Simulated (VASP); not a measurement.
Set up this calculation in VASP 6.6.1, as the native input.

```yaml
Task: relaxation of the atoms
Functional: PBE
Potentials_or_basis: VASP PAW PBE potentials, release 64 (Ta_pv, S)
Cutoff: 520 eV
k_mesh: 8 × 8 × 1
Occupations: gaussian, width 0.1 eV
Spin: no spin polarisation
Dipole_correction: yes
Atoms_held_fixed_from_0: "[0, 1, 2, 3]"
Further_INCAR_settings: ALGO = Fast; EDIFF = 1e-06; IBRION = 2; EDIFFG = -0.025; NSW = 36
Atoms_held_along_some_axes_from_0: atom 4 along a and b
```

The structure of Ta4S lies in POSCAR:

```
Ta4S
1.0
    3.3189671341      0.0000000000      0.0000000000
    0.0000000000      3.3189671341      0.0000000000
    0.0000000000      0.0000000000     20.2996559613
Ta S
4 1
Selective dynamics
Direct
    0.5000000000      0.5000000000      0.1970476745  F F F
    0.0000000000      0.0000000000      0.2787970189  F F F
    0.5000000000      0.5000000000      0.3599139055  F F F
    0.0000000000      0.0000000000      0.4334879359  F F F
    0.3750000000      0.5000000000      0.4985136684  F F T
```

One way to write it, as run:

INCAR

```
SYSTEM = Ta4S
  PREC = Accurate
  ENCUT = 520
  EDIFF = 1E-6
  ISMEAR = 0
  SIGMA = 0.1
  LREAL = .False.
  LASPH = .True.
  NELM = 80
  ALGO = Fast
  ISIF = 2
  LWAVE = .False.
  LCHARG = .False.
  LDIPOL = .True.
  IDIPOL = 3
  DIPOL = 0.5 0.5 0.354
  GGA = PE
  IBRION = 2
  NSW = 36
  EDIFFG = -0.025
```

KPOINTS

```
Automatic mesh
0
Gamma
  8 8 1
  0 0 0
```

Potentials or basis: VASP PAW PBE potentials, release 64 (Ta_pv, S).

The run is started by

```bash
$ cat potpaw_PBE.64/Ta_pv/POTCAR potpaw_PBE.64/S/POTCAR > POTCAR
$ mpirun -np 1 vasp_std > vasp.out
```

Results of the run:

- Energy gained by relaxing: 6.4 meV/atom
- Ionic steps: 4
- Band gap on the k mesh: zero (bands 25 and 26 overlap by 0.37 eV)

Caveat: spin-orbit coupling is left out, which moves the levels of the heavy elements.

It took 25 min on 1 thread of Oxide Virtual Turin-like Processor (shared host), peak memory 0.42 GiB.
